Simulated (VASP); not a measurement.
Ba, 4 atoms in the cell. It takes space group P6_3/mmc (No. 194, hexagonal). The conventional cell has a = 4.670 Å, b = 4.670 Å, c = 15.262 Å, α = 90.00°, β = 90.00°, γ = 120.00°.  This cell differs from its parent crystal: volume scaled by 1.04.

```yaml
Program: VASP 6.6.1
Task: single point
Functional: RPBE
Potentials_or_basis: VASP PAW PBE potentials, release 64 (Ba_sv)
Cutoff: 520 eV
k_mesh: 9 × 9 × 3
Occupations: fermi-dirac, width 0.1 eV
Spin: no spin polarisation
Dipole_correction: no
Further_INCAR_settings: ALGO = Normal; EDIFF = 1e-06; NBANDS = 28
```

Potentials or basis: VASP PAW PBE potentials, release 64 (Ba_sv).

Launch:

```sh
$ cat potpaw_PBE.64/Ba_sv/POTCAR > POTCAR
$ mpirun -np 1 vasp_std > vasp.out
```

Hardware: 1 thread of Oxide Virtual Turin-like Processor, with other jobs on the host.

**Question.** How long does it take, and how much memory?

**Answer.** It took 6.2 min on 1 thread of Oxide Virtual Turin-like Processor (shared host), peak memory 0.41 GiB. Counts: scf iterations 11, k points 24.
